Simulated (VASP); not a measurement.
# Ir (P6_3/mmc) in VASP: further runs, part 2 of 3

VASP 6.6.1.

**3. Single point, LDA**

The input, INCAR:

```
SYSTEM = Ir
  PREC = Accurate
  ENCUT = 520
  EDIFF = 1E-7
  ISMEAR = -1
  SIGMA = 0.05
  LREAL = .False.
  LASPH = .True.
  NELM = 80
  ALGO = Fast
  ISIF = 2
  LWAVE = .False.
  LCHARG = .False.
  GGA = CA
  NBANDS = 16
```

The input, KPOINTS:

```
regular mesh
0
Gamma
  8 8 5
  0 0 0
```

The input, POSCAR:

```
Ir
1.0
    2.7513778946      0.0000000000      0.0000000000
   -1.3756889473      2.3827631521      0.0000000000
    0.0000000000      0.0000000000      4.4622900000
Ir
2
Direct
    0.3333333333      0.6666666667      0.2500000000
    0.6666666667      0.3333333333      0.7500000000
```

Potentials or basis: VASP PAW LDA potentials, release 64 (Ir).

The run is started by

```console
> cat potpaw_LDA.64/Ir/POTCAR > POTCAR
> mpirun -np 1 vasp_std > vasp.out
```

OUTCAR:

```text
SYSTEM = Ir
   PREC = Accurate
   ENCUT = 520
   EDIFF = 1E-7
   ISMEAR = -1
   LREAL = .False.
   LASPH = .True.
   NELM = 80
   ISIF = 2
   GGA = CA

 ion  position               nearest neighbor table
   1  0.333  0.667  0.250-   2 2.74   2 2.74   2 2.74   2 2.74   2 2.74   2 2.74
   2  0.667  0.333  0.750-   1 2.74   1 2.74   1 2.74   1 2.74   1 2.74   1 2.74

  LATTYP: Found a hexagonal cell.
 ALAT       =     2.7513778946
 C/A-ratio  =     1.6218382828

  Lattice vectors:

 A1 = (   2.7513778946,   0.0000000000,   0.0000000000)
 A2 = (  -1.3756889473,   2.3827631521,   0.0000000000)
 A3 = (   0.0000000000,   0.0000000000,   4.4622900000)

Analysis of symmetry for initial positions (statically):
=====================================================================
 Subroutine PRICEL returns:
 Original cell was already a primitive cell.

 Routine SETGRP: Setting up the symmetry group for a
 hexagonal supercell.

 Subroutine GETGRP returns: Found 24 space group operations
 (whereof 12 operations were pure point group operations)
 out of a pool of 24 trial point group operations.

The static configuration has the point symmetry D_3d.
 The point group associated with its full space group is D_6h.

Analysis of symmetry for dynamics (positions and initial velocities):
=====================================================================
 Subroutine PRICEL returns:
 Original cell was already a primitive cell.

 Routine SETGRP: Setting up the symmetry group for a
 hexagonal supercell.

 Subroutine GETGRP returns: Found 24 space group operations
 (whereof 12 operations were pure point group operations)
 out of a pool of 24 trial point group operations.

The dynamic configuration has the point symmetry D_3d.
 The point group associated with its full space group is D_6h.

 Subroutine INISYM returns: Found 24 space group operations
 (whereof 12 operations are pure point group operations),
 and found     1 'primitive' translations

----------------------------------------------------------------------------------------

                                     Primitive cell

  volume of cell :      29.2542

  direct lattice vectors                    reciprocal lattice vectors
     2.751377895  0.000000000  0.000000000     0.363454254  0.209840411  0.000000000
    -1.375688947  2.382763152  0.000000000     0.000000000  0.419680823  0.000000000
     0.000000000  0.000000000  4.462290000     0.000000000  0.000000000  0.224100182

  length of vectors
     2.751377895  2.751377895  4.462290000     0.419680823  0.419680823  0.224100182

  position of ions in fractional coordinates (direct lattice)
     0.333333333  0.666666667  0.250000000
     0.666666667  0.333333333  0.750000000

  ion indices of the primitive-cell ions
   primitive index   ion index
                 1           1
                 2           2

----------------------------------------------------------------------------------------

 KPOINTS: regular mesh

Automatic generation of k-mesh.
 Grid dimensions read from file:
 generate k-points for:    8    8    5

 Generating k-lattice:

  Cartesian coordinates                     Fractional coordinates (reciprocal lattice)
     0.045431782  0.026230051  0.000000000     0.125000000 -0.000000000  0.000000000
     0.000000000  0.052460103  0.000000000     0.000000000  0.125000000  0.000000000
     0.000000000  0.000000000  0.044820036     0.000000000  0.000000000  0.200000000

  Length of vectors
     0.052460103  0.052460103  0.044820036

  Shift w.r.t. Gamma in fractional coordinates (k-lattice)
     0.000000000  0.000000000  0.000000000

 Subroutine IBZKPT returns following result:
 ===========================================

 Found     30 irreducible k-points:

 Following reciprocal coordinates:
            Coordinates               Weight
  0.000000  0.000000  0.000000      1.000000
  0.125000 -0.000000  0.000000      6.000000
  0.250000 -0.000000  0.000000      6.000000
  0.375000 -0.000000  0.000000      6.000000
  0.500000 -0.000000  0.000000      3.000000
  0.125000  0.125000  0.000000      6.000000
[... 16 lines left out ...]
  0.250000 -0.000000  0.400000     12.000000
  0.375000 -0.000000  0.400000     12.000000
 [... further k-points ...]
   k-points           NKPTS =     30   k-points in BZ     NKDIM =     30   number of bands    NBANDS=     16
   number of dos      NEDOS =    301   number of ions     NIONS =      2
   total plane-waves  NPLWV =  14400
   dimension x,y,z NGX =    20 NGY =   20 NGZ =   36
   dimension x,y,z NGXF=    40 NGYF=   40 NGZF=   72
   ions per type =               2
   NGX,Y,Z   is equivalent  to a cutoff of  12.08, 12.08, 13.41 a.u.
   NGXF,Y,Z  is equivalent  to a cutoff of  24.17, 24.17, 26.82 a.u.
 SYSTEM =  Ir
   PREC   = accura    normal or accurate (medium, high low for compatibility)
   ISTART =      0    job   : 0-new  1-cont  2-samecut
   ICHARG =      2    charge: 1-file 2-atom 10-const
   ISPIN  =      1    spin polarized calculation?
   LNONCOLLINEAR =      F non collinear calculations
   LSORBIT =      F    spin-orbit coupling
   LASPH  =      T    aspherical Exc in radial PAW
   ENCUT  =  520.0 eV  38.22 Ry    6.18 a.u.   5.12  5.12  8.30*2*pi/ulx,y,z
   NELM   =     80;   NELMIN=  2; NELMDL= -5     # of ELM steps
   EDIFF  = 0.1E-06   stopping-criterion for ELM
   LREAL  =      F    real-space projection
   EDIFFG = 0.1E-05   stopping-criterion for IOM
   NSW    =      0    number of steps for IOM
   IBRION =     -1    ionic relax: 0-MD 1-quasi-New 2-CG
   NFREE  =      0    steps in history (QN), initial steepest desc. (CG)
   ISIF   =      2    stress and relaxation
   ISYM   =      2    0-nonsym 1-usesym 2-fastsym
   POTIM  = 0.5000    time-step for ionic-motion
   TEBEG  =    0.0;   TEEND  =   0.0 temperature during run
   PSTRESS=    0.0 pullay stress
   NELECT =      18.0000    total number of electrons
   NUPDOWN=      -1.0000    fix difference up-down
   EMIN   =  10.00;   EMAX   =-10.00  energy-range for DOS
   EFERMI =   0.00;   METHOD = LEGACY
   ISMEAR =    -1;   SIGMA  =   0.05  broadening in eV -4-tet -1-fermi 0-gaus
   EFERMI_NEDOS =   21; number of points for ismear=-14 and -15
   IALGO  =     68    algorithm
   IMIX   =      4    mixing-type and parameters
     AMIX     =   0.40;   BMIX     =  1.00
     AMIX_MAG =   1.60;   BMIX_MAG =  1.00
  volume/ion in A,a.u.               =      14.63        98.71
  Fermi-wavevector in a.u.,A,eV,Ry     =   1.392417  2.631287 26.379323  1.938826
  Thomas-Fermi vector in A             =   2.516162
   LORBIT       =      0    0 simple, 1 ext, 2 COOP (PROOUT), +10 PAW based schemes
   GGA     = CA    functional components
   LHFCALC =     F    Hartree Fock is set to
   AEXX    =    0.0000 exact exchange contribution
   IVDW    =     0    specifies the selected vdW correction
   LEPSILON=     F    determine dielectric tensor
   LRPA    =     F    only Hartree local field effects (RPA)
 non-spin polarized calculation
 RMM-DIIS sequential band-by-band and
  energy-cutoff  :      520.00
  volume of cell :       29.25
 maximum number of plane-waves:       799
   NGX = 11   NGY = 11   NGZ = 17

 number of electron      18.0000000 magnetization

 Free energy of the ion-electron system (eV)
  ---------------------------------------------------
  ext. energy  EPLUGINS =         0.00000000
  ---------------------------------------------------
  free energy    TOTEN  =       -20.36057878 eV

  energy without entropy =      -20.33632800  energy(sigma->0) =      -20.34845339

 E-fermi :   9.8327     XC(G=0): -13.9447

 val. band max:        9.8257651032   @ k =   0.3750   0.1250   0.0000
 cond. band min:       9.8981189141   @ k =   0.3750  -0.0000   0.2000
 fundamental gap:      0.0723538109
 Fermi energy:         9.8327426700

 k-point     1 :       0.0000    0.0000    0.0000
  band No.  band energies     occupation
      1      -1.0218      2.00000
      2       1.9816      2.00000
      3       6.0637      2.00000
      4       6.1745      2.00000
      5       6.1745      2.00000
      6       6.8008      2.00000
[... 8 lines left out ...]
     15      26.2708      0.00000
     16      27.2712      0.00000
[... 419 lines left out ...]
 k-point    24 :       0.3750   -0.0000    0.4000
  band No.  band energies     occupation
      1       2.2713      2.00000
      2       2.8264      2.00000
      3       4.0787      2.00000
      4       4.5404      2.00000
      5       7.2216      2.00000
      6       7.2657      2.00000
[... 8 lines left out ...]
     15      24.3241      0.00000
     16      25.7156      0.00000

 [... further k-points ...]

------------------------ aborting loop because EDIFF is reached ----------------------------------------

  FORCE on cell =-STRESS in cart. coord.  units (eV):
  Direction    XX          YY          ZZ          XY          YZ          ZX
  --------------------------------------------------------------------------------------
  -------------------------------------------------------------------------------------
  Total       -2.6374008     -2.6374008     -2.9373487      0.0000000      0.0000000      0.0000000
  in kB     -144.4434323   -144.4434323   -160.8707831      0.0000000      0.0000000      0.0000000
  external PRESSURE =    -149.9192159 kB  Pullay stress =       0.0000000 kB

 VOLUME and BASIS-vectors are now :
 -----------------------------------------------------------------------------
  energy-cutoff  :      520.00
  volume of cell :       29.25
      direct lattice vectors                 reciprocal lattice vectors
     2.751377895  0.000000000  0.000000000     0.363454254  0.209840411  0.000000000
    -1.375688947  2.382763152  0.000000000     0.000000000  0.419680823  0.000000000
     0.000000000  0.000000000  4.462290000     0.000000000  0.000000000  0.224100182

 POSITION                                       TOTAL-FORCE (eV/Angst)
 -----------------------------------------------------------------------------------
     -0.00000      1.58851      1.11557        -0.000000      0.000000      0.000000
      1.37569      0.79425      3.34672         0.000000     -0.000000      0.000000
 -----------------------------------------------------------------------------------
    total drift:                                0.000000     -0.000000     -0.000000

  FREE ENERGIE OF THE ION-ELECTRON SYSTEM (eV)
  ---------------------------------------------------
  free  energy   TOTEN  =       -20.3605787800 eV

  energy  without entropy=      -20.3363279957  energy(sigma->0) =      -20.34845339
```

stdout:

```text
POSCAR found type information on POSCAR Ir
 POSCAR found :  1 types and       2 ions
 scaLAPACK will be used
 LDA part: xc-table for (Slater(with rela. corr.)+CA(PZ))
 , standard interpolation
 POSCAR, INCAR and KPOINTS ok, starting setup
 FFT: planning ... GRIDC
 FFT: planning ... GRID_SOFT
 FFT: planning ... GRID
 WAVECAR not read
 entering main loop
```

Run time: 12 s. Hardware: 1 thread of Intel Xeon Platinum 8375C at 2.90GHz (Ice Lake), shared host; peak memory 0.13 GiB.

What came out:

```
Free energy            : -20.3606 eV
Pressure               : -15.0 GPa
Band gap on the k mesh : zero (band 9 reaches 10.79 eV, above the bottom of band 10 at 7.73 eV)
```

Stress tensor (GPa, compression positive):
```
-14.44   0.00   0.00
  0.00 -14.44   0.00
  0.00   0.00 -16.09
```

Caveat: spin-orbit coupling is left out, which moves the levels of the heavy elements.

**4. Single point, LDA, non-collinear spin, zero start, spin-orbit coupling**

The input, INCAR:

```
SYSTEM = Ir
  PREC = Accurate
  ENCUT = 520
  EDIFF = 1E-6
  ISMEAR = -1
  SIGMA = 0.05
  LREAL = .FALSE.
  LASPH = .TRUE.
  NELM = 150
  ALGO = Fast
  ISIF = 2
  LWAVE = .FALSE.
  LCHARG = .TRUE.
  LNONCOLLINEAR = .TRUE.
  MAGMOM = 0 0 0 0 0 0
  LORBIT = 11
  LSORBIT = .TRUE.
  GGA_COMPAT = .FALSE.
  LORBMOM = .TRUE.
  LMAXMIX = 4
  LVHAR = .TRUE.
  NBANDS = 30
```

The input, KPOINTS:

```
regular mesh
0
G
  8 8 5
  0 0 0
```

POSCAR is that of step 3.

Potentials or basis: VASP PAW LDA potentials, release 64 (Ir).

The run is started by

```console
> cat potpaw_LDA.64/Ir/POTCAR > POTCAR
> mpirun -np 1 vasp_ncl > vasp.out
```

OUTCAR:

```text
SYSTEM = Ir
   PREC = Accurate
   ENCUT = 520
   EDIFF = 1E-6
   ISMEAR = -1
   LREAL = .FALSE.
   LASPH = .TRUE.
   NELM = 150
   ISIF = 2
   LNONCOLLINEAR = .TRUE.
   LORBIT = 11
   LSORBIT = .TRUE.

 ion  position               nearest neighbor table
   1  0.333  0.667  0.250-   2 2.74   2 2.74   2 2.74   2 2.74   2 2.74   2 2.74
   2  0.667  0.333  0.750-   1 2.74   1 2.74   1 2.74   1 2.74   1 2.74   1 2.74

  LATTYP: Found a hexagonal cell.
 ALAT       =     2.7513778946
 C/A-ratio  =     1.6218382828

  Lattice vectors:

 A1 = (   2.7513778946,   0.0000000000,   0.0000000000)
 A2 = (  -1.3756889473,   2.3827631521,   0.0000000000)
 A3 = (   0.0000000000,   0.0000000000,   4.4622900000)

Analysis of symmetry for initial positions (statically):
=====================================================================
 Subroutine PRICEL returns:
 Original cell was already a primitive cell.

 Routine SETGRP: Setting up the symmetry group for a
 hexagonal supercell.

 Subroutine GETGRP returns: Found 24 space group operations
 (whereof 12 operations were pure point group operations)
 out of a pool of 24 trial point group operations.

The static configuration has the point symmetry D_3d.
 The point group associated with its full space group is D_6h.

Analysis of symmetry for dynamics (positions and initial velocities):
=====================================================================
 Subroutine PRICEL returns:
 Original cell was already a primitive cell.

 Routine SETGRP: Setting up the symmetry group for a
 hexagonal supercell.

 Subroutine GETGRP returns: Found 24 space group operations
 (whereof 12 operations were pure point group operations)
 out of a pool of 24 trial point group operations.

The dynamic configuration has the point symmetry D_3d.
 The point group associated with its full space group is D_6h.

Analysis of structural, dynamic, and magnetic symmetry:
=====================================================================
 Subroutine PRICEL returns:
[... 1009 lines left out ...]
  1         0.000  -0.000  -0.000
  2         0.000   0.000   0.000
 ----------------------------------------
            0.000  -0.000  -0.000

 orbital moment (z)

 # of ion     p       d       tot
 ----------------------------------------
  1         0.000   0.000   0.000
  2         0.000   0.000   0.000
 ----------------------------------------
            0.000   0.000   0.000

 Spin-Orbit-Coupling matrix elements

 Ion:    1  E_soc:     -0.8023164
 l=   1
     0.0000000    -0.0381199    -0.0387850
    -0.0381199     0.0000000    -0.0381199
    -0.0387850    -0.0381199     0.0000000
 l=   2
     0.0000000    -0.0201420     0.0000000    -0.0201420    -0.0764769
    -0.0201420     0.0000000    -0.0540735    -0.0209415    -0.0201420
     0.0000000    -0.0540735     0.0000000    -0.0540735     0.0000000
    -0.0201420    -0.0209415    -0.0540735     0.0000000    -0.0201420
    -0.0764769    -0.0201420     0.0000000    -0.0201420     0.0000000
 l=   3
     0.0000000     0.0000000     0.0000000     0.0000000     0.0000000     0.0000000     0.0000000
     0.0000000     0.0000000     0.0000000     0.0000000     0.0000000     0.0000000     0.0000000
     0.0000000     0.0000000     0.0000000     0.0000000     0.0000000     0.0000000     0.0000000
     0.0000000     0.0000000     0.0000000     0.0000000     0.0000000     0.0000000     0.0000000
     0.0000000     0.0000000     0.0000000     0.0000000     0.0000000     0.0000000     0.0000000
     0.0000000     0.0000000     0.0000000     0.0000000     0.0000000     0.0000000     0.0000000
     0.0000000     0.0000000     0.0000000     0.0000000     0.0000000     0.0000000     0.0000000

 Ion:    2  E_soc:     -0.8023164
 l=   1
     0.0000000    -0.0381199    -0.0387850
    -0.0381199     0.0000000    -0.0381199
    -0.0387850    -0.0381199     0.0000000
 l=   2
     0.0000000    -0.0201420     0.0000000    -0.0201420    -0.0764769
    -0.0201420     0.0000000    -0.0540735    -0.0209415    -0.0201420
     0.0000000    -0.0540735     0.0000000    -0.0540735     0.0000000
    -0.0201420    -0.0209415    -0.0540735     0.0000000    -0.0201420
    -0.0764769    -0.0201420     0.0000000    -0.0201420     0.0000000
 l=   3
     0.0000000     0.0000000     0.0000000     0.0000000     0.0000000     0.0000000     0.0000000
     0.0000000     0.0000000     0.0000000     0.0000000     0.0000000     0.0000000     0.0000000
     0.0000000     0.0000000     0.0000000     0.0000000     0.0000000     0.0000000     0.0000000
     0.0000000     0.0000000     0.0000000     0.0000000     0.0000000     0.0000000     0.0000000
     0.0000000     0.0000000     0.0000000     0.0000000     0.0000000     0.0000000     0.0000000
     0.0000000     0.0000000     0.0000000     0.0000000     0.0000000     0.0000000     0.0000000
     0.0000000     0.0000000     0.0000000     0.0000000     0.0000000     0.0000000     0.0000000

 total charge

# of ion       s       p       d       tot
------------------------------------------
    1        0.654   0.705   6.952   8.310
    2        0.654   0.705   6.952   8.310
--------------------------------------------------
tot          1.307   1.410  13.904  16.620

 magnetization (x)

# of ion       s       p       d       tot
------------------------------------------
    1        0.000   0.000  -0.000  -0.000
    2        0.000   0.000   0.000   0.000
--------------------------------------------------
tot          0.000   0.000  -0.000  -0.000

 magnetization (y)

# of ion       s       p       d       tot
------------------------------------------
    1        0.000   0.000  -0.000  -0.000
    2       -0.000   0.000  -0.000  -0.000
--------------------------------------------------
tot         -0.000   0.000  -0.000  -0.000

 magnetization (z)

# of ion       s       p       d       tot
------------------------------------------
    1        0.000   0.000   0.000   0.000
    2        0.000   0.000   0.000   0.000
--------------------------------------------------
tot          0.000   0.000   0.000   0.000
```

Run time: 53 s. Hardware: 1 thread of Intel Xeon Platinum 8375C at 2.90GHz (Ice Lake), shared host; peak memory 0.2 GiB.

What came out:

```yaml
Free_energy: -21.1624 eV
Pressure: -14.0 GPa
Net_moment: 0.00 μB per cell
Valence_electrons_inside_the_program's_atomic_spheres: Ir 8.31
```

Moments on the atoms (μB; x, y, z):
```
Ir  0.00 0.00 0.00
Ir  0.00 0.00 0.00
```

(Part 2 of 3 ends here.)
